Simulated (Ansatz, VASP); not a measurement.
# InAs: VASP beside Ansatz

The input INCAR:

```
SYSTEM = InAs
PREC     = Accurate       ! precision mode
ENCUT    = 520            ! plane-wave cutoff, eV
EDIFF    = 1E-6           ! SCF threshold, eV
ISMEAR   = 0              ! smearing method
SIGMA    = 0.15           ! smearing width, eV
LREAL    = .FALSE.        ! projectors in reciprocal space
LASPH    = .TRUE.         ! aspherical terms in the spheres
NELM     = 80             ! most SCF steps
ALGO     = Normal         ! electronic algorithm
ISIF     = 2              ! what is computed and relaxed
LWAVE    = .FALSE.        ! write WAVECAR
LCHARG   = .FALSE.        ! write CHGCAR
GGA      = PS             ! functional
NBANDS   = 16             ! bands
```

File KPOINTS:

```
Automatic mesh
0
G
  18 18 18
  0 0 0
```

POSCAR

```
InAs
1.0
    0.0000000000      2.6003469188      2.6003469188
    2.6003469188      0.0000000000      2.6003469188
    2.6003469188      2.6003469188      0.0000000000
In As
1 1
Direct
    0.5000000000      0.5000000000      0.5000000000
    0.0000000000      0.0000000000      0.0000000000
```

Input for Ansatz:

```yaml
crystal:
  lattice:
    - [0.0, 2.6003469188, 2.6003469188]
    - [2.6003469188, 0.0, 2.6003469188]
    - [2.6003469188, 2.6003469188, 0.0]
  atoms:
    - { symbol: In, position: [0.5, 0.5, 0.5] }
    - { symbol: As, position: [0.0, 0.0, 0.0] }
basis:
  ecutwfc: 420
kpoints:
  mp_grid: { grid: [18, 18, 18] }
hamiltonian:
  xc: pbesol
scf:
  occupations: { method: gaussian, width: 0.15 }
output:
  forces: true
  stress: true
  eigenvalues: true
```

Change from the starting cell: strain -0.080 along x and y, -0.080 along z, atoms carried along.

Alike in both runs: task single point; functional PBEsol; k mesh 18 × 18 × 18; occupations gaussian, width 0.15 eV; no spin polarisation.

|  | VASP | Ansatz |
| --- | --- | --- |
| version | VASP 6.6.1 | Ansatz 0.2.0 |
| potentials or method | VASP PAW PBE potentials, release 64 (In_d, As), cutoff 520 eV | scalar-relativistic, plane waves, PAW |
| valence electrons in the cell | 18 | 28 |

```tsv
	VASP	Ansatz	Ansatz less VASP
gap on the k mesh at the Fermi level (eV)	none	none	-
pressure (GPa)	33.1	32.5	-0.59
```

VASP's potentials were made for PBE, not for PBEsol. A gap of «none» marks a metal or a gap that the smearing closes. Both programs put the cell under a high pressure, so it lies far from rest at this level. VASP's potentials hold 18 valence electrons a cell and Ansatz's 28, so a difference there can come from the potentials and not from the codes.
